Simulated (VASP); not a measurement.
# Li in VASP: single point with PBE

Aim: the single point of Li with PBE.

All numbers are computed with VASP 6.6.1; they aren't measurements. Logs are shortened: lines on timing, memory, paths and dates and some standing lists are left out, and cuts for length are marked.

## (1) The cell of the first run

The cell holds a sublattice, 2 atoms: a = 3.278 Å, b = 3.278 Å, c = 5.434 Å, α = 90.00°, β = 90.00°, γ = 120.00°.

## (2) Single point, PBE

Input file INCAR:

```
SYSTEM = Li
ALGO     = Normal         ! electronic algorithm
EDIFF    = 1E-6           ! SCF threshold, eV
ENCUT    = 650            ! plane-wave cutoff, eV
GGA      = PE             ! functional
GGA_COMPAT= .FALSE.      
ISIF     = 2              ! what is computed and relaxed
ISMEAR   = 0              ! smearing method
LASPH    = .TRUE.         ! aspherical terms in the spheres
LCHARG   = .FALSE.        ! write CHGCAR
LREAL    = .FALSE.        ! projectors in reciprocal space
LWAVE    = .FALSE.        ! write WAVECAR
NBANDS   = 10             ! bands
NELM     = 120            ! most SCF steps
PREC     = Accurate       ! precision mode
SIGMA    = 0.1            ! smearing width, eV
```

Input file KPOINTS:

```
k-points
0
G
  9 9 6
  0 0 0
```

Input file POSCAR:

```
Li
1.0
    3.2783064705      0.0000000000      0.0000000000
   -1.6391532353      2.8390966849      0.0000000000
    0.0000000000      0.0000000000      5.4338110900
Li
2
Direct
    0.6666666700      0.3333333300      0.3835732800
    0.3333333300      0.6666666700      0.6164267200
```

Potentials or basis: VASP PAW PBE potentials, release 64 (Li_sv).

Command:

```console
$ cat potpaw_PBE.64/Li_sv/POTCAR > POTCAR
$ mpirun -np 1 vasp_std > vasp.out
```

OUTCAR:

```text
SYSTEM = Li
   EDIFF = 1E-6
   ENCUT = 650
   GGA = PE
   ISIF = 2
   ISMEAR = 0
   LASPH = .TRUE.
   LREAL = .FALSE.
   NELM = 120
   PREC = Accurate

 ion  position               nearest neighbor table
   1  0.667  0.333  0.384-   2 2.28   2 2.28   2 2.28
   2  0.333  0.667  0.616-   1 2.28   1 2.28   1 2.28

  LATTYP: Found a hexagonal cell.
 ALAT       =     3.2783064705
 C/A-ratio  =     1.6575055258

  Lattice vectors:

 A1 = (   3.2783064705,   0.0000000000,   0.0000000000)
 A2 = (  -1.6391532353,   2.8390966849,   0.0000000000)
 A3 = (   0.0000000000,   0.0000000000,   5.4338110900)

Analysis of symmetry for initial positions (statically):
=====================================================================
 Subroutine PRICEL returns:
 Original cell was already a primitive cell.

 Routine SETGRP: Setting up the symmetry group for a
 hexagonal supercell.

 Subroutine GETGRP returns: Found 12 space group operations
 (whereof 12 operations were pure point group operations)
 out of a pool of 24 trial point group operations.

The static configuration has the point symmetry D_3d.

Analysis of symmetry for dynamics (positions and initial velocities):
=====================================================================
 Subroutine PRICEL returns:
 Original cell was already a primitive cell.

 Routine SETGRP: Setting up the symmetry group for a
 hexagonal supercell.

 Subroutine GETGRP returns: Found 12 space group operations
 (whereof 12 operations were pure point group operations)
 out of a pool of 24 trial point group operations.

The dynamic configuration has the point symmetry D_3d.

 Subroutine INISYM returns: Found 12 space group operations
 (whereof 12 operations are pure point group operations),
 and found     1 'primitive' translations

----------------------------------------------------------------------------------------

                                     Primitive cell

  volume of cell :      50.5748

  direct lattice vectors                    reciprocal lattice vectors
     3.278306471  0.000000000  0.000000000     0.305035545  0.176112354  0.000000000
    -1.639153235  2.839096685  0.000000000     0.000000000  0.352224708  0.000000000
     0.000000000  0.000000000  5.433811090     0.000000000  0.000000000  0.184032898

  length of vectors
     3.278306471  3.278306471  5.433811090     0.352224708  0.352224708  0.184032898

  position of ions in fractional coordinates (direct lattice)
     0.666666670  0.333333330  0.383573280
     0.333333330  0.666666670  0.616426720

  ion indices of the primitive-cell ions
   primitive index   ion index
[... 82 lines left out ...]
   POTIM  = 0.5000    time-step for ionic-motion
   TEBEG  =    0.0;   TEEND  =   0.0 temperature during run
   PSTRESS=    0.0 pullay stress
   NELECT =       6.0000    total number of electrons
   NUPDOWN=      -1.0000    fix difference up-down
   EMIN   =  10.00;   EMAX   =-10.00  energy-range for DOS
   EFERMI =   0.00;   METHOD = LEGACY
   ISMEAR =     0;   SIGMA  =   0.10  broadening in eV -4-tet -1-fermi 0-gaus
   EFERMI_NEDOS =   21; number of points for ismear=-14 and -15
   IALGO  =     38    algorithm
   IMIX   =      4    mixing-type and parameters
     AMIX     =   0.40;   BMIX     =  1.00
     AMIX_MAG =   1.60;   BMIX_MAG =  1.00
  volume/ion in A,a.u.               =      25.29       170.65
  Fermi-wavevector in a.u.,A,eV,Ry     =   0.804416  1.520125  8.804119  0.647084
  Thomas-Fermi vector in A             =   1.912468
   LORBIT       =      0    0 simple, 1 ext, 2 COOP (PROOUT), +10 PAW based schemes
   GGA     = PE    functional components
   LHFCALC =     F    Hartree Fock is set to
   AEXX    =    0.0000 exact exchange contribution
   IVDW    =     0    specifies the selected vdW correction
   LEPSILON=     F    determine dielectric tensor
   LRPA    =     F    only Hartree local field effects (RPA)
 non-spin polarized calculation
 Gauss-broadening in eV      SIGMA  =   0.10
  energy-cutoff  :      650.00
  volume of cell :       50.57
 maximum number of plane-waves:      1941
   NGX = 13   NGY = 13   NGZ = 23

 number of electron       6.0000003 magnetization

 Free energy of the ion-electron system (eV)
  ---------------------------------------------------
  ext. energy  EPLUGINS =         0.00000000
  ---------------------------------------------------
  free energy    TOTEN  =        -2.74305923 eV

  energy without entropy =       -2.73598324  energy(sigma->0) =       -2.73952123

 E-fermi :  -0.2084     XC(G=0):  -6.2088

 val. band max:       -0.2310278167   @ k =   0.4444   0.1111   0.5000
 cond. band min:      -0.1312060437   @ k =   0.3333   0.2222   0.3333
 fundamental gap:      0.0998217731
 Fermi energy:        -0.2083683449

 k-point     1 :       0.0000    0.0000    0.0000
  band No.  band energies     occupation
      1     -47.1073      2.00000
      2     -46.9363      2.00000
      3      -3.1522      2.00000
      4       0.9819      0.00000
      5       1.4161      0.00000
      6       9.2828      0.00000
      7       9.2828      0.00000
      8      11.6078      0.00000
      9      11.6078      0.00000
     10      13.1667      0.00000
[... 287 lines left out ...]
 k-point    24 :      -0.1111    0.3333    0.1667
  band No.  band energies     occupation
      1     -47.0744      2.00000
      2     -46.9624      2.00000
      3      -1.9696      2.00000
      4       1.0336      0.00000
      5       3.7215      0.00000
      6       4.9854      0.00000
      7       6.1171      0.00000
      8       9.3592      0.00000
      9      10.6382      0.00000
     10      11.8358      0.00000

 [... further k-points ...]

------------------------ aborting loop because EDIFF is reached ----------------------------------------

  FORCE on cell =-STRESS in cart. coord.  units (eV):
  Direction    XX          YY          ZZ          XY          YZ          ZX
  --------------------------------------------------------------------------------------
  -------------------------------------------------------------------------------------
  Total        0.8548158      0.8548158      1.2631152     -0.0000000      0.0000000     -0.0000000
  in kB       27.0800111     27.0800111     40.0146727     -0.0000000      0.0000000     -0.0000000
  external PRESSURE =      31.3915650 kB  Pullay stress =       0.0000000 kB

 VOLUME and BASIS-vectors are now :
 -----------------------------------------------------------------------------
  energy-cutoff  :      650.00
  volume of cell :       50.57
      direct lattice vectors                 reciprocal lattice vectors
     3.278306471  0.000000000  0.000000000     0.305035545  0.176112354  0.000000000
    -1.639153235  2.839096685  0.000000000     0.000000000  0.352224708  0.000000000
     0.000000000  0.000000000  5.433811090     0.000000000  0.000000000  0.184032898

 POSITION                                       TOTAL-FORCE (eV/Angst)
 -----------------------------------------------------------------------------------
      1.63915      0.94637      2.08426         0.000000      0.000000     -1.636578
     -0.00000      1.89273      3.34955        -0.000000      0.000000      1.636578
 -----------------------------------------------------------------------------------
    total drift:                               -0.000000      0.000000      0.000000

  FREE ENERGIE OF THE ION-ELECTRON SYSTEM (eV)
  ---------------------------------------------------
  free  energy   TOTEN  =        -2.7430592289 eV

  energy  without entropy=       -2.7359832369  energy(sigma->0) =       -2.73952123
```

OSZICAR:

```text
N       E                     dE             d eps       ncg     rms          rms(c)
DAV:   1     0.202484148962E+02    0.20248E+02   -0.35939E+03  1240   0.634E+02
DAV:   2     0.144597120233E+01   -0.18802E+02   -0.18372E+02  1564   0.120E+02
DAV:   3    -0.300184438132E+01   -0.44478E+01   -0.44241E+01  2102   0.354E+01
DAV:   4    -0.311576547354E+01   -0.11392E+00   -0.11382E+00  1632   0.801E+00
DAV:   5    -0.311720253657E+01   -0.14371E-02   -0.14370E-02  1802   0.988E-01    0.166E+00
DAV:   6    -0.284914619206E+01    0.26806E+00   -0.18180E-01  1388   0.133E+00    0.871E-01
DAV:   7    -0.274159714457E+01    0.10755E+00   -0.31844E-01  1458   0.154E+00    0.164E-01
DAV:   8    -0.274325102336E+01   -0.16539E-02   -0.51486E-03  1460   0.323E-01    0.618E-02
DAV:   9    -0.274304705975E+01    0.20396E-03   -0.10800E-03  1592   0.122E-01    0.143E-02
DAV:  10    -0.274305245908E+01   -0.53993E-05   -0.22636E-05  1792   0.243E-02    0.707E-03
DAV:  11    -0.274305896496E+01   -0.65059E-05   -0.18818E-05  1522   0.128E-02    0.148E-03
DAV:  12    -0.274305922891E+01   -0.26396E-06   -0.38358E-07  1406   0.280E-03
   1 F= -.27430592E+01 E0= -.27395212E+01  d E =-.707599E-02
```

Run time: 35 s. Hardware: 1 thread of AMD EPYC 7R43 (Zen 3), shared host; peak memory 0.15 GiB.

What came out:

| Item | Value |
| --- | --- |
| Free energy | -2.7431 eV |
| Pressure | 3.1 GPa |
| Largest force | 1.637 eV/Å |
| Band gap on the k mesh | zero (bands 3 and 4 overlap by 2.14 eV) |

Forces in eV/Å, atoms in the order of the input:
```
Li   0.000  0.000 -1.637
Li   0.000  0.000  1.637
```

Levels at points of the mesh, in eV from the Fermi level:
```tsv
k point	band 1	band 2	band 3	band 4	band 5	band 6
(0.00, 0.00, 0.00)	-46.90	-46.73	-2.94	1.19	1.62	9.49
(0.00, 0.00, 0.50)	-46.90	-46.73	-2.36	-1.27	5.92	7.82
```

The gap in the log of VASP goes by the Fermi energy; the results here count the filled bands.